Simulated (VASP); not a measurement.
# MgB (P-3m1) in VASP: further runs

Runs on MgB. Level: PBE. Tasks: relaxation of cell and atoms, single point.

Everything below comes from runs of VASP 6.6.1. Logs are shortened: lines on timing, memory, paths and dates and some standing lists are left out, and cuts for length are marked.

**1. The cell of the first run**

It takes space group P-3m1 (No. 164, trigonal). Conventional cell: a = 3.048 Å, b = 3.048 Å, c = 6.873 Å, α = 90.00°, β = 90.00°, γ = 120.00°. Within 3.0 Å of Mg (site symmetry 3m) lie 4 B at 2.26 to 2.62 Å. B (site symmetry 3m) has 3 B at 1.79 Å and 1 Mg at 2.26 Å within 2.4 Å.

**2. Relaxation of cell and atoms, PBE**

The input, INCAR:

```
PREC     = Accurate       # precision mode
ENCUT    = 600            # plane-wave cutoff, eV
EDIFF    = 1E-7           # SCF threshold, eV
ISMEAR   = 0              # smearing method
SIGMA    = 0.1            # smearing width, eV
LREAL    = F              # projectors in reciprocal space
LASPH    = T              # aspherical terms in the spheres
NELM     = 120            # most SCF steps
ALGO     = Normal         # electronic algorithm
ISIF     = 3              # what is computed and relaxed
LWAVE    = F              # write WAVECAR
LCHARG   = F              # write CHGCAR
GGA      = PE             # functional
IBRION   = 2              # ionic algorithm
NSW      = 90             # ionic steps
EDIFFG   = -0.04          # ionic threshold
GGA_COMPAT= F            
NELMIN   = 4
```

The input, KPOINTS:

```
regular mesh
0
Gamma
  6 6 4
```

The input, POSCAR:

```
MgB
1.0
    3.0475171005      0.0000000000      0.0000000000
   -1.5237585503      2.6392272275      0.0000000000
    0.0000000000      0.0000000000      6.8727743118
Mg B
2 2
Direct
    0.3333333333      0.6666666667      0.6941685001
    0.6666666667      0.3333333333      0.3058314999
    0.6666666667      0.3333333333      0.9772443928
    0.3333333333      0.6666666667      0.0227556072
```

Potentials or basis: VASP PAW PBE potentials, release 64 (Mg, B).

Launch:

```console
cat potpaw_PBE.64/Mg/POTCAR potpaw_PBE.64/B/POTCAR > POTCAR
mpirun -np 1 vasp_std > vasp.out
```

OUTCAR:

```text
PREC = Accurate
   ENCUT = 600
   EDIFF = 1E-7
   ISMEAR = 0
   LREAL = F
   LASPH = T
   NELM = 120
   ISIF = 3
   GGA = PE
   IBRION = 2
   NSW = 90
   EDIFFG = -0.04
   NELMIN = 4

 ion  position               nearest neighbor table
   1  0.333  0.667  0.694-   4 2.26   3 2.62   3 2.62   3 2.62   2 3.20   2 3.20   2 3.20
   2  0.667  0.333  0.306-   3 2.26   4 2.62   4 2.62   4 2.62   1 3.20   1 3.20   1 3.20
   3  0.667  0.333  0.977-   4 1.79   4 1.79   4 1.79   2 2.26   1 2.62   1 2.62   1 2.62
   4  0.333  0.667  0.023-   3 1.79   3 1.79   3 1.79   1 2.26   2 2.62   2 2.62   2 2.62

  LATTYP: Found a hexagonal cell.
 ALAT       =     3.0475171005
 C/A-ratio  =     2.2552045108

  Lattice vectors:

 A1 = (   3.0475171005,   0.0000000000,   0.0000000000)
 A2 = (  -1.5237585503,   2.6392272275,   0.0000000000)
 A3 = (   0.0000000000,   0.0000000000,   6.8727743118)

Analysis of symmetry for initial positions (statically):
=====================================================================
 Subroutine PRICEL returns:
 Original cell was already a primitive cell.

 Routine SETGRP: Setting up the symmetry group for a
 hexagonal supercell.

 Subroutine GETGRP returns: Found 12 space group operations
 (whereof 12 operations were pure point group operations)
 out of a pool of 24 trial point group operations.

The static configuration has the point symmetry D_3d.

Analysis of symmetry for dynamics (positions and initial velocities):
=====================================================================
 Subroutine PRICEL returns:
 Original cell was already a primitive cell.

 Routine SETGRP: Setting up the symmetry group for a
 hexagonal supercell.

 Subroutine GETGRP returns: Found 12 space group operations
 (whereof 12 operations were pure point group operations)
 out of a pool of 24 trial point group operations.

The dynamic configuration has the point symmetry D_3d.

 Subroutine INISYM returns: Found 12 space group operations
 (whereof 12 operations are pure point group operations),
 and found     1 'primitive' translations

----------------------------------------------------------------------------------------

                                     Primitive cell

  volume of cell :      55.2783

  direct lattice vectors                    reciprocal lattice vectors
     3.047517100  0.000000000  0.000000000     0.328135977  0.189449394  0.000000000
    -1.523758550  2.639227228  0.000000000     0.000000000  0.378898789  0.000000000
     0.000000000  0.000000000  6.872774312     0.000000000  0.000000000  0.145501650

  length of vectors
     3.047517100  3.047517101  6.872774312     0.378898789  0.378898789  0.145501650

  position of ions in fractional coordinates (direct lattice)
     0.333333333  0.666666667  0.694168500
     0.666666667  0.333333333  0.305831500
     0.666666667  0.333333333  0.977244393
     0.333333333  0.666666667  0.022755607

  ion indices of the primitive-cell ions
   primitive index   ion index
                 1           1
                 2           2
                 3           3
                 4           4

----------------------------------------------------------------------------------------

 KPOINTS: regular mesh

Automatic generation of k-mesh.
 Grid dimensions read from file:
 generate k-points for:    6    6    4

 Generating k-lattice:

  Cartesian coordinates                     Fractional coordinates (reciprocal lattice)
     0.054689329  0.031574899  0.000000000     0.166666667 -0.000000000  0.000000000
     0.000000000  0.063149798  0.000000000     0.000000000  0.166666667  0.000000000
     0.000000000  0.000000000  0.036375412     0.000000000  0.000000000  0.250000000

  Length of vectors
     0.063149798  0.063149798  0.036375412

  Shift w.r.t. Gamma in fractional coordinates (k-lattice)
     0.000000000  0.000000000  0.000000000

 Subroutine IBZKPT returns following result:
 ===========================================

 Found     24 irreducible k-points:

 Following reciprocal coordinates:
            Coordinates               Weight
  0.000000  0.000000  0.000000      1.000000
  0.166667  0.000000  0.000000      6.000000
  0.333333  0.000000  0.000000      6.000000
  0.500000  0.000000  0.000000      3.000000
  0.166667  0.166667  0.000000      6.000000
  0.333333  0.166667  0.000000     12.000000
[... 16 lines left out ...]
  0.333333  0.166667  0.500000     12.000000
  0.333333  0.333333  0.500000      2.000000
   k-points           NKPTS =     24   k-points in BZ     NKDIM =     24   number of bands    NBANDS=      9
   number of dos      NEDOS =    301   number of ions     NIONS =      4
   total plane-waves  NPLWV =  32256
   dimension x,y,z NGX =    24 NGY =   24 NGZ =   56
   dimension x,y,z NGXF=    48 NGYF=   48 NGZF=  112
   ions per type =               2   2
   NGX,Y,Z   is equivalent  to a cutoff of  13.09, 13.09, 13.55 a.u.
   NGXF,Y,Z  is equivalent  to a cutoff of  26.18, 26.18, 27.09 a.u.
 SYSTEM =  unknown system
   PREC   = accura    normal or accurate (medium, high low for compatibility)
   ISTART =      0    job   : 0-new  1-cont  2-samecut
   ICHARG =      2    charge: 1-file 2-atom 10-const
   ISPIN  =      1    spin polarized calculation?
   LNONCOLLINEAR =      F non collinear calculations
   LSORBIT =      F    spin-orbit coupling
   LASPH  =      T    aspherical Exc in radial PAW
   ENCUT  =  600.0 eV  44.10 Ry    6.64 a.u.   6.09  6.09 13.73*2*pi/ulx,y,z
   NELM   =    120;   NELMIN=  4; NELMDL= -5     # of ELM steps
   EDIFF  = 0.1E-06   stopping-criterion for ELM
   LREAL  =      F    real-space projection
   EDIFFG = -.4E-01   stopping-criterion for IOM
   NSW    =     90    number of steps for IOM
   IBRION =      2    ionic relax: 0-MD 1-quasi-New 2-CG
   NFREE  =      1    steps in history (QN), initial steepest desc. (CG)
   ISIF   =      3    stress and relaxation
   ISYM   =      2    0-nonsym 1-usesym 2-fastsym
   POTIM  = 0.5000    time-step for ionic-motion
   TEBEG  =    0.0;   TEEND  =   0.0 temperature during run
   PSTRESS=    0.0 pullay stress
   NELECT =      10.0000    total number of electrons
   NUPDOWN=      -1.0000    fix difference up-down
   EMIN   =  10.00;   EMAX   =-10.00  energy-range for DOS
   EFERMI =   0.00;   METHOD = LEGACY
   ISMEAR =     0;   SIGMA  =   0.10  broadening in eV -4-tet -1-fermi 0-gaus
   EFERMI_NEDOS =   21; number of points for ismear=-14 and -15
   IALGO  =     38    algorithm
   IMIX   =      4    mixing-type and parameters
     AMIX     =   0.40;   BMIX     =  1.00
     AMIX_MAG =   1.60;   BMIX_MAG =  1.00
  volume/ion in A,a.u.               =      13.82        93.26
  Fermi-wavevector in a.u.,A,eV,Ry     =   0.925884  1.749667 11.663742  0.857261
  Thomas-Fermi vector in A             =   2.051786
   LORBIT       =      0    0 simple, 1 ext, 2 COOP (PROOUT), +10 PAW based schemes
   GGA     = PE    functional components
   LHFCALC =     F    Hartree Fock is set to
   AEXX    =    0.0000 exact exchange contribution
   IVDW    =     0    specifies the selected vdW correction
   LEPSILON=     F    determine dielectric tensor
   LRPA    =     F    only Hartree local field effects (RPA)
 conjugate gradient relaxation of ions
 non-spin polarized calculation
 Gauss-broadening in eV      SIGMA  =   0.10
  energy-cutoff  :      600.00
  volume of cell :       55.28
 maximum number of plane-waves:      1884
   NGX = 13   NGY = 13   NGZ = 27

--------------------------------------- Ionic step        1  -------------------------------------------

 number of electron      10.0000000 magnetization

 Free energy of the ion-electron system (eV)
  ---------------------------------------------------
  ext. energy  EPLUGINS =         0.00000000
  ---------------------------------------------------
  free energy    TOTEN  =       -15.47078150 eV

  energy without entropy =      -15.46077263  energy(sigma->0) =      -15.46577707

------------------------ aborting loop because EDIFF is reached ----------------------------------------

  FORCE on cell =-STRESS in cart. coord.  units (eV):
  Direction    XX          YY          ZZ          XY          YZ          ZX
  --------------------------------------------------------------------------------------
  -------------------------------------------------------------------------------------
  Total        0.2395009      0.2395009     -0.5446708     -0.0000000      0.0000000      0.0000000
  in kB        6.9416492      6.9416492    -15.7866372     -0.0000000      0.0000000      0.0000000
  external PRESSURE =      -0.6344463 kB  Pullay stress =       0.0000000 kB
[... 137 lines left out ...]
  energy  without entropy=      -15.4665293808  energy(sigma->0) =      -15.47128226

--------------------------------------- Ionic step        5  -------------------------------------------

 number of electron      10.0000000 magnetization

 Free energy of the ion-electron system (eV)
  ---------------------------------------------------
  ext. energy  EPLUGINS =         0.00000000
  ---------------------------------------------------
  free energy    TOTEN  =       -15.47774700 eV

  energy without entropy =      -15.46918512  energy(sigma->0) =      -15.47346606

 E-fermi :   3.8223     XC(G=0):  -9.6740

 val. band max:        3.7634860476   @ k =  -0.1667   0.5000   0.2500
 cond. band min:       3.8354922870   @ k =   0.3333   0.0000   0.5000
 fundamental gap:      0.0720062394
 Fermi energy:         3.8223281818

 k-point     1 :       0.0000    0.0000    0.0000
  band No.  band energies     occupation
      1      -7.6192      2.00000
      2      -2.3931      2.00000
      3      -1.9367      2.00000
      4       4.8388      0.00000
      5       4.8388      0.00000
      6       5.4243      0.00000
      7       6.9688      0.00000
      8      11.3011      0.00000
      9      11.3011      0.00000
[... 305 lines left out ...]
  FREE ENERGIE OF THE ION-ELECTRON SYSTEM (eV)
  ---------------------------------------------------
  free  energy   TOTEN  =       -15.4777470049 eV

  energy  without entropy=      -15.4691851164  energy(sigma->0) =      -15.47346606

 reached required accuracy - stopping structural energy minimisation
```

It took 43 s on 1 thread of AMD EPYC 9R45 (Zen 5), shared host; peak memory 0.15 GiB.

Results:

| Item | Value |
| --- | --- |
| Free energy | -15.4777 eV |
| Relaxed volume | 13.74 Å³/atom |
| Relaxed cell | a = 3.062 Å, b = 3.062 Å, c = 6.767 Å, α = 90.00°, β = 90.00°, γ = 120.00° |
| Space group after relaxing (to 0.05 Å) | P-3m1 (No. 164) |
| Energy gained by relaxing | 1.7 meV/atom |
| Ionic steps | 5 |
| Pressure after relaxing | -0.2 GPa |
| Largest force after relaxing | 0.038 eV/Å |
| Band gap on the k mesh | zero (band 5 reaches 4.84 eV, above the bottom of band 6 at 3.16 eV) |

Forces on the atoms (eV/Å):
```
Mg   0.000  0.000 -0.038
Mg   0.000  0.000  0.038
B    0.000  0.000  0.002
B    0.000  0.000 -0.002
```

The path:
```csv
step,energy change (eV),largest force (eV/Å),pressure (GPa),volume (Å³)
1,0.0000,0.0700,-0.06,55.28
2,-0.0042,0.1009,-0.21,55.23
3,-0.0052,0.1138,-0.27,55.20
4,-0.0053,0.1158,-0.28,55.20
5,-0.0070,0.0375,-0.20,54.95
```

Final structure:
```cif
data_structure
_symmetry_space_group_name_H-M 'P 1'
_symmetry_Int_Tables_number 1
_cell_length_a 3.0620
_cell_length_b 3.0620
_cell_length_c 6.7671
_cell_angle_alpha 90.000
_cell_angle_beta 90.000
_cell_angle_gamma 120.000
_cell_volume 54.95
loop_
_atom_site_label
_atom_site_type_symbol
_atom_site_fract_x
_atom_site_fract_y
_atom_site_fract_z
_atom_site_occupancy
Mg1 Mg 0.33333 0.66667 0.69366 1
Mg2 Mg 0.66667 0.33333 0.30634 1
B1 B 0.66667 0.33333 0.97515 1
B2 B 0.33333 0.66667 0.02485 1
```

Caveat: the k points lie up to 0.39 Å⁻¹ apart in the final cell.

**3. Single point, PBE**

This run uses another cell than the first one: it holds 8 atoms, not 4.

The input, INCAR:

```
ALGO = Normal
EDIFF = 1E-6
ENCUT = 600
GGA = PE
GGA_COMPAT = False
ISIF = 2
ISMEAR = 0
LASPH = True
LCHARG = False
LREAL = False
LWAVE = False
NBANDS = 20
NELM = 120
PREC = Accurate
SIGMA = 0.2
```

The input, KPOINTS:

```
k-points
0
Gamma
  12 12 2
```

The input, POSCAR:

```
MgB
1.0
    3.0620423845      0.0000000000      0.0000000000
   -1.5310211923      2.6518064924      0.0000000000
    0.0000000000      0.0000000000     13.5672536585
Mg B
4 4
Direct
    0.3333333333      0.6666666667      0.3464634114
    0.3333333333      0.6666666667      0.8464634114
    0.6666666667      0.3333333333      0.1535365886
    0.6666666667      0.3333333333      0.6535365886
    0.6666666667      0.3333333333      0.4888935204
    0.6666666667      0.3333333333      0.9888935204
    0.3333333333      0.6666666667      0.0111064796
    0.3333333333      0.6666666667      0.5111064796
```

Potentials or basis: VASP PAW PBE potentials, release 64 (Mg, B).

Launch:

```console
cat potpaw_PBE.64/Mg/POTCAR potpaw_PBE.64/B/POTCAR > POTCAR
mpirun -np 1 vasp_std > vasp.out
```

Wall time 87 s (1 thread of AMD EPYC 9R45 (Zen 5), shared host); peak memory 0.24 GiB.

Results (log left out):

```yaml
Free_energy: -31.0004 eV
Pressure: -0.1 GPa
Largest_force: 0.004 eV/Å
Band_gap_on_the_k_mesh: zero (band 10 reaches 4.92 eV, above the bottom of band 11 at 3.09 eV)
```

Forces on the atoms (eV/Å):
```
Mg   0.000  0.000 -0.004
Mg   0.000  0.000 -0.004
Mg   0.000  0.000  0.004
Mg   0.000  0.000  0.004
B    0.000  0.000 -0.002
B    0.000  0.000 -0.002
B    0.000  0.000  0.002
B    0.000  0.000  0.002
```

Stress tensor (GPa, compression positive):
```
 0.21  0.00  0.00
 0.00  0.21  0.00
 0.00  0.00 -0.77
```

Levels at points of the mesh, in eV from the Fermi level:
| k point | band 8 | band 9 | band 10 | band 11 | band 12 | band 13 |
| --- | --- | --- | --- | --- | --- | --- |
| (0.00, 0.00, 0.00) | 1.18 | 1.18 | 1.18 | 1.18 | 1.59 | 3.29 |
| (0.50, 0.00, 0.00) | -1.21 | -1.21 | -1.13 | -0.64 | 0.11 | 0.90 |
| (0.00, 0.00, 0.50) | -0.13 | 1.18 | 1.18 | 1.18 | 1.18 | 5.19 |
| (0.50, 0.00, 0.50) | -1.61 | -1.21 | -1.21 | 0.12 | 0.12 | 0.88 |
